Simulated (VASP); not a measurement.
Input of a VASP 6.6.1 run:

INCAR

```
PREC = Accurate ; ENCUT = 520
EDIFF = 1E-7 ; ISMEAR = 0
SIGMA = 0.05 ; LREAL = F
LASPH = T ; NELM = 60
ALGO = Normal ; ISIF = 2
LWAVE = F ; LCHARG = F
GGA = PS ; NBANDS = 26
```

KPOINTS

```
Automatic mesh
0
Gamma
  6 6 10
```

File POSCAR:

```
BN
1.0
    4.2993000000      0.0000000000      0.0000000000
    0.0000000000      4.2993000000      0.0000000000
    0.0000000000      0.0000000000      2.5380337638
B N
4 4
Direct
    0.1741337327      0.8258662673      0.5000000000
    0.3258662673      0.3258662673      0.0000000000
    0.6741337327      0.6741337327      0.0000000000
    0.8258662673      0.1741337327      0.5000000000
    0.8123909516      0.8123909516      0.5000000000
    0.3123909516      0.6876090484      0.0000000000
    0.6876090484      0.3123909516      0.0000000000
    0.1876090484      0.1876090484      0.5000000000
```

Potentials or basis: VASP PAW PBE potentials, release 64 (B, N).

Run with:

```console
$ cat potpaw_PBE.64/B/POTCAR potpaw_PBE.64/N/POTCAR > POTCAR
$ mpirun -np 1 vasp_std > vasp.out
```

Question: Estimate the largest force.

Answer: 0.412 eV/Å.

Question: Estimate the band gap on the k mesh.

Answer: 4.51 eV (least direct gap 5.66 eV).

Forces on the atoms (eV/Å):
```
B    0.083 -0.083  0.000
B   -0.083 -0.083  0.000
B    0.083  0.083  0.000
B   -0.083  0.083  0.000
N   -0.292 -0.292  0.000
N   -0.292  0.292  0.000
N    0.292 -0.292  0.000
N    0.292  0.292  0.000
```

Caveat: the PAW data sets were made with another functional, which shifts forces and pressure a little. A k mesh can miss the band edges.
